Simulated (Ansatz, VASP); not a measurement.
Ir: VASP beside Ansatz

```xyz
2
Lattice="2.7206 0.0000 0.0000 -1.3603 2.3561 0.0000 0.0000 0.0000 4.4073" Properties=species:S:1:pos:R:3 pbc="T T T"
Ir    1.3603    0.7854    3.3054
Ir    0.0000    1.5708    1.1018
```

Alike in both runs: functional PBEsol; k mesh 14 × 14 × 8; occupations fermi-dirac, width 0.1 eV; no spin polarisation.

Ansatz relaxed the structure, and its values are those at the end. VASP's run is a single point on that final structure, the one shown.

|  | VASP | Ansatz |
| --- | --- | --- |
| version | VASP 6.6.1 | Ansatz 0.2.0 |
| potentials or method | VASP PAW PBE potentials, release 64 (Ir_sv_GW) | plane waves, PAW |
| plane-wave cutoff (eV) | 560 | 420 |
| valence electrons in the cell | 34 | 34 |

|  | VASP | Ansatz | Ansatz less VASP |
| --- | --- | --- | --- |
| pressure (GPa) | -1.8 | 0.0 | +1.80 |

VASP's potentials were made for PBE, not for PBEsol. The functional is the same, so the differences come from potentials, cutoffs and numerics.

Neither program's run includes spin-orbit coupling.
